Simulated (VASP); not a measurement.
Here is a VASP 6.6.1 calculation.

INCAR

```
PREC = Accurate
ENCUT = 600
EDIFF = 1E-6
ISMEAR = -1
SIGMA = 0.05
LREAL = F
LASPH = T
NELM = 100
ALGO = Normal
ISIF = 3
LWAVE = F
LCHARG = F
GGA = PS
IVDW = 12
IBRION = 2
NSW = 60
EDIFFG = -0.01
```

File KPOINTS:

```
Automatic mesh
0
Gamma
  5 8 4
```

Contents of POSCAR:

```
HfO2
1.0
    5.5563950000      0.0000000000      0.0000000000
    0.0000000000      3.3335970000      0.0000000000
    0.0000000000      0.0000000000      6.5049950000
Hf O
4 8
Direct
    0.7486820000      0.7500000000      0.6078710000
    0.2513180000      0.2500000000      0.3921290000
    0.2486820000      0.7500000000      0.8921290000
    0.7513180000      0.2500000000      0.1078710000
    0.6394990000      0.2500000000      0.4234000000
    0.3605010000      0.7500000000      0.5766000000
    0.1394990000      0.2500000000      0.0766000000
    0.8605010000      0.7500000000      0.9234000000
    0.5207940000      0.2500000000      0.8414530000
    0.4792060000      0.7500000000      0.1585470000
    0.0207940000      0.2500000000      0.6585470000
    0.9792060000      0.7500000000      0.3414530000
```

Potentials or basis: VASP PAW PBE potentials, release 64 (Hf_pv, O).

The run is started by

```sh
$ cat potpaw_PBE.64/Hf_pv/POTCAR potpaw_PBE.64/O/POTCAR > POTCAR
$ mpirun -np 1 vasp_std > vasp.out
```

Task: Estimate the relaxed cell.

Result: a = 5.480 Å, b = 3.253 Å, c = 6.393 Å, α = 90.00°, β = 90.00°, γ = 90.00°.

Task: What does it give for the relaxed volume?

Result: 9.50 Å³/atom.

The path:
| step | energy change (eV) | largest force (eV/Å) | pressure (GPa) | volume (Å³) |
| --- | --- | --- | --- | --- |
| 1 | 0.0000 | 0.0872 | -13.52 | 120.49 |
| 2 | 0.4480 | 0.8896 | 28.00 | 106.31 |
| 3 | -0.2515 | 0.2638 | -0.39 | 114.92 |
| 4 | -0.2516 | 0.2707 | -0.12 | 114.81 |
| 5 | -0.2675 | 0.1212 | -0.01 | 114.49 |
| 6 | -0.2702 | 0.2093 | 0.10 | 114.28 |
| 7 | -0.2794 | 0.0984 | -0.08 | 114.19 |
| 8 | -0.2821 | 0.0858 | -0.19 | 114.12 |
| 9 | -0.2851 | 0.0708 | 0.34 | 113.86 |
| 10 | -0.2851 | 0.0712 | 0.34 | 113.86 |
| 11 | -0.2857 | 0.0333 | -0.52 | 114.16 |
| 12 | -0.2858 | 0.0346 | -0.26 | 114.07 |
| 13 | -0.2860 | 0.0315 | 0.22 | 113.90 |
| 14 | -0.2861 | 0.0099 | 0.01 | 113.97 |

Caveat: the PAW data sets were made with another functional, which shifts forces and pressure a little.
